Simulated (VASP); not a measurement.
Input of a VASP 6.6.1 run:

Contents of INCAR:

```
  PREC = Accurate
  ENCUT = 520
  EDIFF = 1E-7
  ISMEAR = 1
  SIGMA = 0.05
  LREAL = F
  LASPH = T
  NELM = 60
  ALGO = Normal
  ISIF = 2
  LWAVE = F
  LCHARG = T
  LELF = T
  LVHAR = T
  NBANDS = 34
```

File KPOINTS:

```
regular mesh
0
Gamma
  9 9 3
```

POSCAR

```
MoPdRu2
1.0
    2.7734350000      0.0000000000      0.0000000000
   -1.3867170000      2.4018650000      0.0000000000
    0.0000000000      0.0000000000      8.8946600000
Mo Ru Pd
1 2 1
Direct
    0.0000000000      0.0000000000      0.0000000000
    0.6666670000      0.3333330000      0.2421510000
    0.6666670000      0.3333330000      0.7578490000
    0.0000000000      0.0000000000      0.5000000000
```

Potentials or basis: VASP PAW LDA potentials, release 64 (Mo_sv, Ru_pv, Pd).

Run with:

```console
$ cat potpaw_LDA.64/Mo_sv/POTCAR potpaw_LDA.64/Ru_pv/POTCAR potpaw_LDA.64/Pd/POTCAR > POTCAR
$ mpirun -np 1 vasp_std > vasp.out
```

Task: What does it give for the band gap on the k mesh?

Result: Zero (band 26 reaches 12.48 eV, above the bottom of band 27 at 10.16 eV).

Task: Estimate the largest force.

Result: 0.061 eV/Å.

Task: Predict the pressure.

Result: -16.1 GPa.

Forces on the atoms (eV/Å):
```
Mo   0.000  0.000  0.000
Ru   0.000  0.000 -0.061
Ru   0.000  0.000  0.061
Pd   0.000  0.000  0.000
```
